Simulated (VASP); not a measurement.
# MgO (Fm-3m) in VASP: a series of runs, part 3 of 3

VASP 6.6.1. The steps go on from the part before.

## 6. Vibrations by perturbation theory, LDA (phonons at volume x 1.02)

File INCAR:

```
PREC = Accurate
ENCUT = 520
EDIFF = 1E-8
ISMEAR = 0
SIGMA = 0.01
LREAL = False
LASPH = True
NELM = 100
ALGO = Normal
ISIF = 2
LWAVE = False
LCHARG = True
GGA = CA
IBRION = 8
NSW = 1
LEPSILON = True
```

File KPOINTS:

```
Automatic mesh
0
Gamma
  10 10 10
```

File POSCAR:

```
MgO
1.0
    0.0000000000      2.0933230742      2.0933230742
    2.0933230742      0.0000000000      2.0933230742
    2.0933230742      2.0933230742      0.0000000000
Mg O
1 1
Direct
    0.0000000000      0.0000000000      0.0000000000
    0.5000000000      0.5000000000      0.5000000000
```

Potentials or basis: VASP PAW LDA potentials, release 64 (Mg, O).

Run with:

```bash
cat potpaw_LDA.64/Mg/POTCAR potpaw_LDA.64/O/POTCAR > POTCAR
mpirun -np 1 vasp_std > vasp.out
```

OUTCAR:

```text
PREC = Accurate
   ENCUT = 520
   EDIFF = 1E-8
   ISMEAR = 0
   LREAL = False
   LASPH = True
   NELM = 100
   ISIF = 2
   GGA = CA
   IBRION = 8
   NSW = 1
   LEPSILON = True

 ion  position               nearest neighbor table
   1  0.000  0.000  0.000-   2 2.09   2 2.09   2 2.09   2 2.09   2 2.09   2 2.09
   2  0.500  0.500  0.500-   1 2.09   1 2.09   1 2.09   1 2.09   1 2.09   1 2.09

  LATTYP: Found a face centered cubic cell.
 ALAT       =     4.1866461484

  Lattice vectors:

 A1 = (   0.0000000000,   2.0933230742,   2.0933230742)
 A2 = (   2.0933230742,   0.0000000000,   2.0933230742)
 A3 = (   2.0933230742,   2.0933230742,   0.0000000000)

Analysis of symmetry for initial positions (statically):
=====================================================================
 Subroutine PRICEL returns:
 Original cell was already a primitive cell.

 Routine SETGRP: Setting up the symmetry group for a
 face centered cubic supercell.

 Subroutine GETGRP returns: Found 48 space group operations
 (whereof 48 operations were pure point group operations)
 out of a pool of 48 trial point group operations.

The static configuration has the point symmetry O_h .

Analysis of symmetry for dynamics (positions and initial velocities):
=====================================================================
 Subroutine PRICEL returns:
 Original cell was already a primitive cell.

 Routine SETGRP: Setting up the symmetry group for a
 face centered cubic supercell.

 Subroutine GETGRP returns: Found 48 space group operations
 (whereof 48 operations were pure point group operations)
 out of a pool of 48 trial point group operations.

The dynamic configuration has the point symmetry O_h .

 Subroutine INISYM returns: Found 48 space group operations
 (whereof 48 operations are pure point group operations),
 and found     1 'primitive' translations

----------------------------------------------------------------------------------------

                                     Primitive cell

  volume of cell :      18.3459

  direct lattice vectors                    reciprocal lattice vectors
     0.000000000  2.093323074  2.093323074    -0.238854674  0.238854674  0.238854674
     2.093323074  0.000000000  2.093323074     0.238854674 -0.238854674  0.238854674
     2.093323074  2.093323074  0.000000000     0.238854674  0.238854674 -0.238854674

  length of vectors
     2.960405882  2.960405882  2.960405882     0.413708431  0.413708431  0.413708431

  position of ions in fractional coordinates (direct lattice)
     0.000000000  0.000000000  0.000000000
     0.500000000  0.500000000  0.500000000
[... 454 lines left out ...]
 -----------------------------------------------------------------------------
    -0.00013  0.00000 -0.00000
     0.00000 -0.00013  0.00000
    -0.00000  0.00000 -0.00016

--------------------------------------- Ionic step        4  -------------------------------------------

------------------------ aborting loop because EDIFF is reached ----------------------------------------

[... ionic steps 5 to 6 ...]

--------------------------------------- Ionic step        7  -------------------------------------------

 Free energy of the ion-electron system (eV)
  ---------------------------------------------------
  ---------------------------------------------------
  free energy    TOTEN  =        -0.35247683 eV

  energy without entropy =       -0.35247683

------------------------ aborting loop because EDIFF is reached ----------------------------------------

 INTERNAL STRAIN TENSOR  FOR ION    2  DIRECTION 1   (eV/Angst):
 -----------------------------------------------------------------------------
    -0.00492 -0.00000  0.00000
     0.00000  0.00715  0.00000
    -0.00000  0.00000  0.00715

 MACROSCOPIC STATIC DIELECTRIC TENSOR (including local field effects in DFT)
 ------------------------------------------------------
           3.127128     0.000000     0.000000
           0.000000     3.127128     0.000000
           0.000000     0.000000     3.127128
 ------------------------------------------------------

 PIEZOELECTRIC TENSOR (including local field effects)  for field in x, y, z        (e  Angst)
          XX          YY          ZZ          XY          YZ          ZX
  --------------------------------------------------------------------------------
  x     0.00000     0.00000     0.00000     0.00000     0.00000     0.00000
  y     0.00000     0.00000     0.00000     0.00000     0.00000     0.00000
  z     0.00000     0.00000     0.00000     0.00000     0.00000     0.00000

 PIEZOELECTRIC TENSOR (including local field effects)  for field in x, y, z        (C/m^2)
          XX          YY          ZZ          XY          YZ          ZX
  --------------------------------------------------------------------------------
  x     0.00000     0.00000     0.00000     0.00000     0.00000     0.00000
  y     0.00000     0.00000     0.00000     0.00000     0.00000     0.00000
  z     0.00000     0.00000     0.00000     0.00000     0.00000     0.00000

 BORN EFFECTIVE CHARGES (including local field effects) (in |e|, cummulative output)
 ---------------------------------------------------------------------------------
 ion    1
    1     1.96082     0.00000     0.00000
    2     0.00000     1.96082    -0.00000
    3    -0.00000    -0.00000     1.96082
 ion    2
    1    -1.96082    -0.00000    -0.00000
    2     0.00000    -1.96082     0.00000
    3     0.00000     0.00000    -1.96082

 INTERNAL STRAIN TENSOR FOR ION    2 for displacements in x,y,z  (eV/Angst):
          X           Y           Z          XY          YZ          ZX
  --------------------------------------------------------------------------------
  x     0.00000     0.00000     0.00000     0.00000     0.00000     0.00000
  y     0.00000     0.00000     0.00000     0.00000     0.00000     0.00000
  z     0.00000     0.00000     0.00000     0.00000     0.00000     0.00000

 SECOND DERIVATIVES (NOT SYMMETRIZED)
 ------------------------------------
               1X          1Y          1Z          2X          2Y          2Z
  1X    -5.545766    0.000000    0.000000    5.545766    0.000000    0.000000
  1Y     0.000000   -5.545766    0.000000    0.000000    5.545766    0.000000
  1Z     0.000000    0.000000   -5.545766    0.000000    0.000000    5.545766
  2X     5.557108    0.000000    0.000000   -5.557108    0.000000    0.000000
  2Y     0.000000    5.557108    0.000000    0.000000   -5.557108    0.000000
  2Z     0.000000    0.000000    5.557108    0.000000    0.000000   -5.557108

 Eigenvectors and eigenvalues of the dynamical matrix
 ----------------------------------------------------

   1 f  =   11.859623 THz    74.516206 2PiTHz  395.594425 cm-1    49.047436 meV
             X         Y         Z           dx          dy          dz
      0.000000  0.000000  0.000000    -0.629670    0.000000    0.000000
      2.093323  2.093323  2.093323     0.776863    0.000000    0.000000
[... 21 lines left out ...]
   6 f/i=    0.005926 THz     0.037236 2PiTHz    0.197679 cm-1     0.024509 meV
             X         Y         Z           dx          dy          dz
      0.000000  0.000000  0.000000     0.000000    0.000000    0.776863
      2.093323  2.093323  2.093323     0.000000    0.000000    0.629670

--------------------------------------------------------------------------------------------------------

 MACROSCOPIC STATIC DIELECTRIC TENSOR IONIC CONTRIBUTION
 ------------------------------------------------------
           6.831225     0.000000    -0.000000
           0.000000     6.831225    -0.000000
          -0.000000    -0.000000     6.831225
 ------------------------------------------------------

 ELASTIC MODULI CONTR FROM IONIC RELAXATION (kBar)
 Direction    XX          YY          ZZ          XY          YZ          ZX
 --------------------------------------------------------------------------------
 XX           0.0000      0.0000      0.0000      0.0000      0.0000      0.0000
 YY           0.0000      0.0000      0.0000      0.0000      0.0000      0.0000
 ZZ           0.0000      0.0000      0.0000      0.0000      0.0000      0.0000
 XY           0.0000      0.0000      0.0000      0.0000      0.0000      0.0000
 YZ           0.0000      0.0000      0.0000      0.0000      0.0000      0.0000
 ZX           0.0000      0.0000      0.0000      0.0000      0.0000      0.0000
 --------------------------------------------------------------------------------

 PIEZOELECTRIC TENSOR IONIC CONTR  for field in x, y, z        (C/m^2)
          XX          YY          ZZ          XY          YZ          ZX
  --------------------------------------------------------------------------------
  x     0.00000     0.00000     0.00000     0.00000     0.00000     0.00000
  y     0.00000     0.00000     0.00000     0.00000     0.00000     0.00000
  z     0.00000     0.00000     0.00000     0.00000     0.00000     0.00000
```

stdout:

```text
POSCAR found type information on POSCAR MgO
 POSCAR found :  2 types and       2 ions
 scaLAPACK will be used
 LDA part: xc-table for (Slater(with rela. corr.)+CA(PZ))
 , standard interpolation
 POSCAR, INCAR and KPOINTS ok, starting setup
 FFT: planning ... GRIDC
 FFT: planning ... GRID_SOFT
 FFT: planning ... GRID
[... 24 lines left out ...]
 Linear response to external field, progress :
  Direction:   3
 dielectric tensor                  component  3 :     0.040     0.246     3.127
 Linear response DOF=           2
 Linear response progress:
 first order change of Fermi-energy   0.45818E-04
 force on displaced ion       1 direction 1 :  -5.546   0.000   0.000
 Born effective charge ion    1 direction 1 :   1.960   0.000   0.000
 Linear response progress:
 first order change of Fermi-energy   0.11343E-02
 force on displaced ion       2 direction 1 :  -5.557   0.000   0.000
 Born effective charge ion    2 direction 1 :  -1.961   0.000   0.000
 Born effective charges drift removed
 Linear response finished
```

Wall time 76 s (1 thread of Intel Xeon 6975P-C, shared host); peak memory 0.18 GiB.

Results:

```yaml
Electronic_dielectric_tensor_diagonal: 3.13
Born_charges_mean_of_the_diagonal: Mg +1.96; O -1.96 e
Highest_phonon_frequency_at_Γ_LO-TO_splitting_left_out: 396 cm⁻¹
```

Phonon frequencies in cm⁻¹ (negative: imaginary):
```csv
q point,frequencies
"(0.000, 0.000, 0.000)",0 0 0 396 396 396
```

Electronic dielectric tensor:
```
3.13 0.00 0.00
0.00 3.13 0.00
0.00 0.00 3.13
```

Born effective charge tensors (e):
atom 1, Mg
```
1.96 0.00 0.00
0.00 1.96 0.00
0.00 0.00 1.96
```
atom 2, O
```
-1.96  0.00  0.00
 0.00 -1.96  0.00
 0.00  0.00 -1.96
```

Caveat: the cell differs from its parent crystal (phonons at volume x 1.02); the cell wasn't relaxed at this level first, which shifts response properties.
